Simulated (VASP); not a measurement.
# KNbO3 (Pm-3m) in VASP: further runs, part 2 of 2

VASP 6.6.1. Earlier steps stand in the parts before.

**4. Single point, PBE+U**

INCAR reads:

```
PREC = Accurate
ENCUT = 600
EDIFF = 1E-6
ISMEAR = 1
SIGMA = 0.05
LREAL = False
LASPH = True
NELM = 200
ALGO = Normal
ISIF = 2
LWAVE = False
LCHARG = True
LMAXMIX = 4
LDAU = True
LDAUTYPE = 2
LDAUL = -1 2 -1
LDAUU = 0 4 0
LDAUJ = 0 0 0
LDAUPRINT = 1
GGA = PE
LELF = True
LVHAR = True
NBANDS = 28
GGA_COMPAT = False
```

KPOINTS reads:

```
Automatic mesh
0
Gamma
  6 6 6
```

POSCAR reads:

```
KNbO3
1.0
    4.0291830000      0.0000000000      0.0000000000
    0.0000000000      4.0291830000      0.0000000000
    0.0000000000      0.0000000000      4.0291830000
K Nb O
1 1 3
Direct
    0.0000000000      0.0000000000      0.0000000000
    0.5000000000      0.5000000000      0.5000000000
    0.0000000000      0.5000000000      0.5000000000
    0.5000000000      0.0000000000      0.5000000000
    0.5000000000      0.5000000000      0.0000000000
```

Potentials or basis: VASP PAW PBE potentials, release 64 (K_sv, Nb_sv, O).

Command:

```
cat potpaw_PBE.64/K_sv/POTCAR potpaw_PBE.64/Nb_sv/POTCAR potpaw_PBE.64/O/POTCAR > POTCAR
mpirun -np 1 vasp_std > vasp.out
```

OUTCAR:

```text
PREC = Accurate
   ENCUT = 600
   EDIFF = 1E-6
   ISMEAR = 1
   LREAL = False
   LASPH = True
   NELM = 200
   ISIF = 2
   GGA = PE

 ion  position               nearest neighbor table
   1  0.000  0.000  0.000-   3 2.85   4 2.85   5 2.85   3 2.85   4 2.85   3 2.85   5 2.85   3 2.85
                             4 2.85   5 2.85   4 2.85   5 2.85
   2  0.500  0.500  0.500-   3 2.01   4 2.01   5 2.01   5 2.01   4 2.01   3 2.01
   3  0.000  0.500  0.500-   2 2.01   2 2.01   1 2.85   1 2.85   1 2.85   1 2.85
   4  0.500  0.000  0.500-   2 2.01   2 2.01   1 2.85   1 2.85   1 2.85   1 2.85
   5  0.500  0.500  0.000-   2 2.01   2 2.01   1 2.85   1 2.85   1 2.85   1 2.85

  LATTYP: Found a simple cubic cell.
 ALAT       =     4.0291830000

  Lattice vectors:

 A1 = (   4.0291830000,   0.0000000000,   0.0000000000)
 A2 = (   0.0000000000,   4.0291830000,   0.0000000000)
 A3 = (   0.0000000000,   0.0000000000,   4.0291830000)

Analysis of symmetry for initial positions (statically):
=====================================================================
 Subroutine PRICEL returns:
 Original cell was already a primitive cell.

 Routine SETGRP: Setting up the symmetry group for a
 simple cubic supercell.

 Subroutine GETGRP returns: Found 48 space group operations
 (whereof 48 operations were pure point group operations)
 out of a pool of 48 trial point group operations.

The static configuration has the point symmetry O_h .

[... 180 lines left out ...]
  o =  0.1263  v =  0.0000  0.0000  0.0000  0.0000  0.0000  0.0000  0.7856  0.0000  0.6188 -0.0000      0.0000  0.0000  0.0000  0.0000  0.0000  0.0000  0.0000  0.0000  0.0000  0.0000
  o =  0.1263  v =  0.0000  0.6188 -0.0000 -0.7856 -0.0000  0.0000  0.0000  0.0000  0.0000  0.0000      0.0000  0.0000  0.0000  0.0000  0.0000  0.0000  0.0000  0.0000  0.0000  0.0000
  o =  0.1263  v =  0.0000  0.0000  0.0000  0.0000  0.0000  0.0000  0.6188 -0.0000 -0.7856 -0.0000      0.0000  0.0000  0.0000  0.0000  0.0000  0.0000  0.0000  0.0000  0.0000  0.0000
  o =  0.2282  v =  0.0000  0.0000  0.0000  0.0000  0.0000  0.0000 -0.0000 -0.2034 -0.0000 -0.9791      0.0000  0.0000  0.0000  0.0000  0.0000  0.0000  0.0000  0.0000  0.0000  0.0000
  o =  0.2282  v =  0.0000 -0.0000 -0.2034 -0.0000 -0.9791  0.0000  0.0000  0.0000  0.0000  0.0000      0.0000  0.0000  0.0000  0.0000  0.0000  0.0000  0.0000  0.0000  0.0000  0.0000
  o =  0.2282  v =  0.0000  0.0000  0.0000  0.0000  0.0000  0.0000  0.0000  0.9791 -0.0000 -0.2034      0.0000  0.0000  0.0000  0.0000  0.0000  0.0000  0.0000  0.0000  0.0000  0.0000
  o =  0.2282  v =  0.0000  0.0000  0.9791 -0.0000 -0.2034  0.0000  0.0000  0.0000  0.0000  0.0000      0.0000  0.0000  0.0000  0.0000  0.0000  0.0000  0.0000  0.0000  0.0000  0.0000

 number of electron      40.0000011 magnetization

 Free energy of the ion-electron system (eV)
  ---------------------------------------------------
  ext. energy  EPLUGINS =         0.00000000
  ---------------------------------------------------
  free energy    TOTEN  =       -35.89957329 eV

  energy without entropy =      -35.89984539  energy(sigma->0) =      -35.89966399

 E-fermi :   3.3276     XC(G=0): -10.6962

 val. band max:        3.2973634766   @ k =   0.5000   0.5000   0.5000
 cond. band min:       5.2613382313   @ k =   0.0000   0.0000   0.0000
 fundamental gap:      1.9639747546
 Fermi energy:         3.3275699892

 k-point     1 :       0.0000    0.0000    0.0000
  band No.  band energies     occupation
      1     -52.6396      2.00000
      2     -28.6080      2.00000
      3     -28.6080      2.00000
      4     -28.6080      2.00000
      5     -24.0725      2.00000
      6     -13.8992      2.00000
[... 609 lines left out ...]
     27      13.8481      0.00000
     28      14.0610      0.00000

------------------------ aborting loop because EDIFF is reached ----------------------------------------

  FORCE on cell =-STRESS in cart. coord.  units (eV):
  Direction    XX          YY          ZZ          XY          YZ          ZX
  --------------------------------------------------------------------------------------
  -------------------------------------------------------------------------------------
  Total        0.7939247      0.7939247      0.7939247     -0.0000000     -0.0000000      0.0000000
  in kB       19.4463874     19.4463874     19.4463874     -0.0000000     -0.0000000      0.0000000
  external PRESSURE =      19.4463874 kB  Pullay stress =       0.0000000 kB

 VOLUME and BASIS-vectors are now :
 -----------------------------------------------------------------------------
  energy-cutoff  :      600.00
  volume of cell :       65.41
      direct lattice vectors                 reciprocal lattice vectors
     4.029183000  0.000000000  0.000000000     0.248189273  0.000000000  0.000000000
     0.000000000  4.029183000  0.000000000     0.000000000  0.248189273  0.000000000
     0.000000000  0.000000000  4.029183000     0.000000000  0.000000000  0.248189273

 POSITION                                       TOTAL-FORCE (eV/Angst)
 -----------------------------------------------------------------------------------
      0.00000      0.00000      0.00000         0.000000      0.000000      0.000000
      2.01459      2.01459      2.01459         0.000000      0.000000      0.000000
      0.00000      2.01459      2.01459         0.000000      0.000000      0.000000
      2.01459      0.00000      2.01459         0.000000      0.000000      0.000000
      2.01459      2.01459      0.00000         0.000000      0.000000      0.000000
 -----------------------------------------------------------------------------------
    total drift:                                0.000000     -0.000000     -0.000000

  FREE ENERGIE OF THE ION-ELECTRON SYSTEM (eV)
  ---------------------------------------------------
  free  energy   TOTEN  =       -35.8995732918 eV

  energy  without entropy=      -35.8998453874  energy(sigma->0) =      -35.89966399
```

OSZICAR:

```text
N       E                     dE             d eps       ncg     rms          rms(c)
DAV:   1     0.428450483145E+03    0.42845E+03   -0.24272E+04  1120   0.163E+03
DAV:   2    -0.149954872266E+02   -0.44345E+03   -0.42993E+03  1432   0.505E+02
DAV:   3    -0.449151526634E+02   -0.29920E+02   -0.29760E+02  1864   0.118E+02
DAV:   4    -0.460159652943E+02   -0.11008E+01   -0.10981E+01  1784   0.190E+01
DAV:   5    -0.460410645475E+02   -0.25099E-01   -0.25094E-01  1656   0.240E+00    0.185E+01
DAV:   6    -0.360005194739E+02    0.10041E+02   -0.44334E+01  1700   0.464E+01    0.789E+00
DAV:   7    -0.359123728487E+02    0.88147E-01   -0.32266E+00  1712   0.111E+01    0.427E+00
DAV:   8    -0.359052775133E+02    0.70953E-02   -0.57026E-01  1848   0.660E+00    0.993E-01
DAV:   9    -0.358965688300E+02    0.87087E-02   -0.65432E-02  1720   0.233E+00    0.711E-01
DAV:  10    -0.358996587217E+02   -0.30899E-02   -0.16122E-02  1500   0.103E+00    0.108E-01
DAV:  11    -0.358995300675E+02    0.12865E-03   -0.18458E-03  1688   0.279E-01    0.590E-02
DAV:  12    -0.358995673824E+02   -0.37315E-04   -0.19568E-04  1820   0.103E-01    0.182E-02
DAV:  13    -0.358995738546E+02   -0.64722E-05   -0.15986E-05  1680   0.322E-02    0.579E-03
DAV:  14    -0.358995732918E+02    0.56283E-06   -0.29933E-06  1348   0.185E-02
   1 F= -.35899573E+02 E0= -.35899664E+02  d E =0.272096E-03
```

stdout:

```text
POSCAR found type information on POSCAR K NbO
 POSCAR found :  3 types and       5 ions
 scaLAPACK will be used
 LDA part: xc-table for (Slater+PW92), standard interpolation
 POSCAR, INCAR and KPOINTS ok, starting setup
 FFT: planning ... GRIDC
 FFT: planning ... GRID_SOFT
 FFT: planning ... GRID
 WAVECAR not read
 entering main loop
```

It took 64 s on 1 thread of Intel Xeon 8259CL, shared host; peak memory 0.2 GiB.

What came out:

```
Free energy            : -35.8996 eV
Pressure               : 1.9 GPa
Band gap on the k mesh : 1.96 eV, indirect (least direct gap 2.69 eV)
```

Eigenvalues of the final occupation matrices:
```tsv
site	spin	trace	eigenvalues
site 2 d	1	0.84	0.13 0.13 0.13 0.23 0.23
site 2 d	2	0.84	0.13 0.13 0.13 0.23 0.23
```

A k mesh can miss the band edges.

**5. Single point, PBE+U**

INCAR reads:

```
PREC     = Accurate       # precision mode
ENCUT    = 600            # plane-wave cutoff, eV
EDIFF    = 1E-6           # SCF threshold, eV
ISMEAR   = 1              # smearing method
SIGMA    = 0.05           # smearing width, eV
LREAL    = False          # projectors in reciprocal space
LASPH    = True           # aspherical terms in the spheres
NELM     = 200            # most SCF steps
ALGO     = Normal         # electronic algorithm
ISIF     = 2              # what is computed and relaxed
LWAVE    = False          # write WAVECAR
LCHARG   = False          # write CHGCAR
LMAXMIX  = 4              # l up to which the mixer works
LDAU     = True           # DFT+U
LDAUTYPE = 2            
LDAUL    = -1 2 -1        # shell
LDAUU    = 0 6 0          # U, eV
LDAUJ    = 0 0 0        
LDAUPRINT= 1            
GGA      = PE             # functional
NBANDS   = 28             # bands
GGA_COMPAT= False
```

KPOINTS is that of step 4.

POSCAR is that of step 4.

Command:

```
cat potpaw_PBE.64/K_sv/POTCAR potpaw_PBE.64/Nb_sv/POTCAR potpaw_PBE.64/O/POTCAR > POTCAR
mpirun -np 1 vasp_std > vasp.out
```

It took 64 s on 1 thread of Intel Xeon 8259CL, shared host; peak memory 0.2 GiB.

Results (log left out):

- Free energy: -34.5798 eV
- Pressure: 3.2 GPa
- Band gap on the k mesh: 2.21 eV, indirect (least direct gap 2.97 eV)

Levels at points of the mesh, in eV from the valence-band top:
```csv
k point,band 17,band 18,band 19,band 20,band 21,band 22,band 23,band 24
"(0.00, 0.00, 0.00)",-1.06,-0.76,-0.76,-0.76,2.21,2.21,2.21,5.54
"(0.50, 0.00, 0.00)",-2.12,-1.49,-0.95,-0.95,2.35,4.68,4.68,5.56
"(0.50, 0.50, 0.00)",-1.77,-1.44,-1.44,-0.04,4.71,4.71,5.80,6.67
"(0.50, 0.50, 0.50)",-3.69,0.00,0.00,0.00,5.90,5.90,5.90,8.71
```

Eigenvalues of the final occupation matrices:
| site | spin | trace | eigenvalues |
| --- | --- | --- | --- |
| site 2 d | 1 | 0.77 | 0.11 0.11 0.11 0.21 0.21 |
| site 2 d | 2 | 0.77 | 0.11 0.11 0.11 0.21 0.21 |

A k mesh can miss the band edges.

**6. Overview**

```tsv
level	U	gap on the mesh (eV)	pressure (GPa)
PBE	-	1.51	-0.6
PBE+U	Nb d U = 2.0 eV	1.73	0.7
PBE+U	Nb d U = 4.0 eV	1.96	1.9
PBE+U	Nb d U = 6.0 eV	2.21	3.2
```

Alike in all rows: task single point; potentials or basis VASP PAW PBE potentials, release 64 (K_sv, Nb_sv, O); no spin polarisation; cell as given; k mesh 6 × 6 × 6; cutoff (eV) 600; smearing methfessel-paxton 0.05 eV.

On the cell as given the gap runs from 1.51 eV (PBE) to 2.21 eV (PBE+U). The pressure there spans -0.6 GPa (PBE) to 3.2 GPa (PBE+U); a positive pressure means that this level wants a larger cell, a negative one a smaller.

Absolute energies hang on the potentials; compare differences alone.
